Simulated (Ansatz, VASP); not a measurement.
## BaBi6O10 in VASP and in Ansatz

INCAR

```
SYSTEM = BaBi6O10
PREC = Accurate
ENCUT = 520
EDIFF = 1E-6
ISMEAR = -1
SIGMA = 0.2111
LREAL = Auto
LASPH = .True.
NELM = 100
ALGO = Normal
ISIF = 2
LWAVE = .False.
LCHARG = .False.
GGA = PE
NBANDS = 94
```

Contents of KPOINTS:

```
regular mesh
0
Gamma
  3 3 3
  0 0 0
```

Contents of POSCAR:

```
BaBi6O10
1.0
    6.8988500000      0.3663110000     -0.3031620000
    0.3663110000      6.5432810000      0.0645600000
   -0.3031620000      0.0645600000      6.7022220000
Bi O Ba
6 10 1
Direct
    0.4687465222      0.8819529035      0.9618700576
    0.5870244336      0.0540004635      0.5091655668
    0.5582703661      0.3881690809      0.9646387807
    0.0662313933      0.0679142278      0.1702180516
    0.3943271304      0.5719533682      0.4689458226
    0.8075952762      0.6377366173      0.2886792618
    0.8831003685      0.3582766384      0.0329076958
    0.5275098818      0.3624438859      0.2605303727
    0.4317967321      0.8761003430      0.3155268407
    0.1024820874      0.6555859651      0.2661487954
    0.9708411598      0.8669297649      0.5347969759
    0.3985764916      0.8910189220      0.6373089857
    0.1708531841      0.8873817463      0.9252373238
    0.3300975672      0.2635104306      0.5728415540
    0.7237897946      0.4938485304      0.6383519063
    0.7931458654      0.9549705033      0.0957594216
    0.0018361784      0.2052279529      0.6999991863
```

Input for Ansatz:

```yaml
crystal:
  lattice:
    - [6.89885, 0.366311, -0.303162]
    - [0.366311, 6.543281, 0.06456]
    - [-0.303162, 0.06456, 6.702222]
  atoms:
    - { symbol: Bi, position: [0.4687465222, 0.8819529035, 0.9618700576] }
    - { symbol: Bi, position: [0.5870244336, 0.0540004635, 0.5091655668] }
    - { symbol: Bi, position: [0.5582703661, 0.3881690809, 0.9646387807] }
    - { symbol: Bi, position: [0.0662313933, 0.0679142278, 0.1702180516] }
    - { symbol: Bi, position: [0.3943271304, 0.5719533682, 0.4689458226] }
    - { symbol: Bi, position: [0.8075952762, 0.6377366173, 0.2886792618] }
    - { symbol: O, position: [0.8831003685, 0.3582766384, 0.0329076958] }
    - { symbol: O, position: [0.5275098818, 0.3624438859, 0.2605303727] }
    - { symbol: O, position: [0.4317967321, 0.876100343, 0.3155268407] }
    - { symbol: O, position: [0.1024820874, 0.6555859651, 0.2661487954] }
    - { symbol: O, position: [0.9708411598, 0.8669297649, 0.5347969759] }
    - { symbol: O, position: [0.3985764916, 0.891018922, 0.6373089857] }
    - { symbol: O, position: [0.1708531841, 0.8873817463, 0.9252373238] }
    - { symbol: O, position: [0.3300975672, 0.2635104306, 0.572841554] }
    - { symbol: O, position: [0.7237897946, 0.4938485304, 0.6383519063] }
    - { symbol: O, position: [0.7931458654, 0.9549705033, 0.0957594216] }
    - { symbol: Ba, position: [0.0018361784, 0.2052279529, 0.6999991863] }
basis:
  ecutwfc: 420
kpoints:
  mp_grid: { grid: [3, 3, 3] }
hamiltonian:
  xc: pbe
scf:
  occupations: { method: fermi_dirac, width: 0.2111 }
output:
  forces: true
  stress: true
  eigenvalues: true
  populations: true
  write_density: true
  write_potential: true
  elf: true
  volumetric_format: npy
```

Alike in both runs: task single point; functional PBE; k mesh 3 × 3 × 3; occupations fermi-dirac, width 0.2111 eV; no spin polarisation.

|  | VASP | Ansatz |
| --- | --- | --- |
| version | VASP 6.6.1 | Ansatz 0.2.0 |
| potentials or method | VASP PAW PBE potentials, release 64 (Bi_d, O, Ba_sv), cutoff 520 eV | scalar-relativistic, plane waves, PAW |
| valence electrons in the cell | 160 | 160 |

```csv
,VASP,Ansatz,Ansatz less VASP
gap on the k mesh at the Fermi level (eV),none,none,-
rms of the force components (eV/Å),1.202,1.187,-0.0148
```

Atom by atom the forces differ by 0.053 eV/Å (rms over components). A gap of «none» marks a metal or a gap that the smearing closes. With one functional, cell and mesh, what is left measures potentials, basis and numerics.

Neither program's run includes spin-orbit coupling.
